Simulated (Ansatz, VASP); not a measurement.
## Two plane-wave programs on NiO2

```
Ni O
1.0
     2.76565    0.00000    0.00000
    -1.38283    2.39513    0.00000
     0.00000    0.00000    5.03875
Ni O
1 2
Direct
  0.00000 0.00000 0.50000
  0.66667 0.33333 0.67509
  0.33333 0.66667 0.32491
```

Alike in both runs: task single point; functional PBEsol; k mesh 12 × 12 × 6; occupations gaussian, width 0.05 eV; no spin polarisation.

```csv
,VASP,Ansatz
version,VASP 6.6.1,Ansatz 0.2.0
potentials or method,"VASP PAW PBE potentials, release 64 (Ni_sv_GW, O), cutoff 700 eV","scalar-relativistic, plane waves, PAW"
valence electrons in the cell,30,30
```

```csv
,VASP,Ansatz,Ansatz less VASP
gap on the k mesh at the Fermi level (eV),1.12,1.13,+0.010
least direct gap on the mesh (eV),1.46,1.46,+0.007
pressure (GPa),10.5,10.6,+0.02
"traceless stress, the component that is largest in VASP (GPa)",-0.69,-0.14,+0.553
rms of the force components (eV/Å),0.602,0.581,-0.0217
```

VASP's potentials were made for PBE, not for PBEsol. Atom by atom the forces differ by 0.022 eV/Å (rms over components). With one functional, cell and mesh, what is left measures potentials, basis and numerics.
